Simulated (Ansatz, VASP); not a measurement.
## Two plane-wave programs on MgF2

The input POSCAR:

```
MgF2
1.0
    4.7606764744      0.0000000000      0.0000000000
    0.0000000000      4.7606764744      0.0000000000
    0.0000000000      0.0000000000      2.9954670586
Mg F
2 4
Direct
    0.0000000000      0.0000000000      0.0000000000
    0.5000000000      0.5000000000      0.5000000000
    0.3034110595      0.3034110595      0.0000000000
    0.1965889405      0.8034110595      0.5000000000
    0.8034110595      0.1965889405      0.5000000000
    0.6965889405      0.6965889405      0.0000000000
```

The input INCAR.step1:

```
PREC     = Accurate       # precision mode
ENCUT    = 660            # plane-wave cutoff, eV
ISMEAR   = 0              # smearing method
SIGMA    = 0.01           # smearing width, eV
LREAL    = F              # projectors in reciprocal space
LASPH    = T              # aspherical terms in the spheres
NELM     = 120            # most SCF steps
NBANDS   = 25             # bands
GGA      = PE             # functional
ALGO     = Normal         # electronic algorithm
EDIFF    = 1E-5           # SCF threshold, eV
LWAVE    = T              # write WAVECAR
LCHARG   = F              # write CHGCAR
GGA_COMPAT= F
```

INCAR.step2

```
PREC     = Accurate       # precision mode
ENCUT    = 660            # plane-wave cutoff, eV
EDIFF    = 1E-6           # SCF threshold, eV
ISMEAR   = 0              # smearing method
SIGMA    = 0.01           # smearing width, eV
LREAL    = F              # projectors in reciprocal space
LASPH    = T              # aspherical terms in the spheres
NELM     = 120            # most SCF steps
ALGO     = Normal         # electronic algorithm
ISIF     = 2              # what is computed and relaxed
LWAVE    = F              # write WAVECAR
LCHARG   = F              # write CHGCAR
METAGGA  = R2SCAN         # meta-GGA
LMIXTAU  = T            
NBANDS   = 25             # bands
ISTART   = 1            
GGA_COMPAT= F
```

KPOINTS

```
Automatic mesh
0
Gamma
  6 6 8
```

Input for Ansatz:

```yaml
crystal:
  lattice:
    - [4.7606764744, 0.0, 0.0]
    - [0.0, 4.7606764744, 0.0]
    - [0.0, 0.0, 2.9954670586]
  atoms:
    - { symbol: Mg, position: [0.0, 0.0, 0.0] }
    - { symbol: Mg, position: [0.5, 0.5, 0.5] }
    - { symbol: F, position: [0.3034110595, 0.3034110595, 0.0] }
    - { symbol: F, position: [0.1965889405, 0.8034110595, 0.5] }
    - { symbol: F, position: [0.8034110595, 0.1965889405, 0.5] }
    - { symbol: F, position: [0.6965889405, 0.6965889405, 0.0] }
kpoints:
  mp_grid: { grid: [6, 6, 8] }
  band_path:
    path:
      - [0.0, 0.0, 0.0]
      - [0.0, 0.5, 0.0]
      - [0.5, 0.5, 0.0]
      - [0.0, 0.0, 0.5]
      - [0.0, 0.5, 0.5]
      - [0.5, 0.5, 0.5]
    npoints: 1
hamiltonian:
  xc: r2scan
scf:
  occupations: { method: fixed }
  n_extra_bands: 5
output:
  forces: true
  stress: true
  eigenvalues: true
```

Change from the starting cell: epitaxial_xy strain +3.0%.

Alike in both runs: task single point; functional r2SCAN; k mesh 6 × 6 × 8; no spin polarisation.

```csv
,VASP,Ansatz
version,VASP 6.6.1,Ansatz 0.2.0
potentials or method,"VASP PAW PBE potentials, release 64 (Mg, F)","plane waves, PAW"
plane-wave cutoff (eV),660,500
occupations,"gaussian, width 0.01 eV",fixed
valence electrons in the cell,32,48
```

Ansatz gave:

| Quantity | Value |
| --- | --- |
| gap on the k mesh at the Fermi level (eV) | 7.84 |
| pressure (GPa) | -3.5 |
| traceless stress, the component that is largest in VASP (GPa) | 3.55 |
| rms of the force components (eV/Å) | 0.000 |

Q: Estimate VASP's values.

A: gap on the k mesh at the Fermi level (eV): 7.80; pressure (GPa): -4.9; traceless stress, the component that is largest in VASP (GPa): 3.52; rms of the force components (eV/Å): 0.004.

VASP's potentials were made for PBE, not for r2SCAN. Atom by atom the forces differ by 0.004 eV/Å (rms over components). VASP's potentials hold 32 valence electrons a cell and Ansatz's 48, so a difference there can come from the potentials and not from the codes.
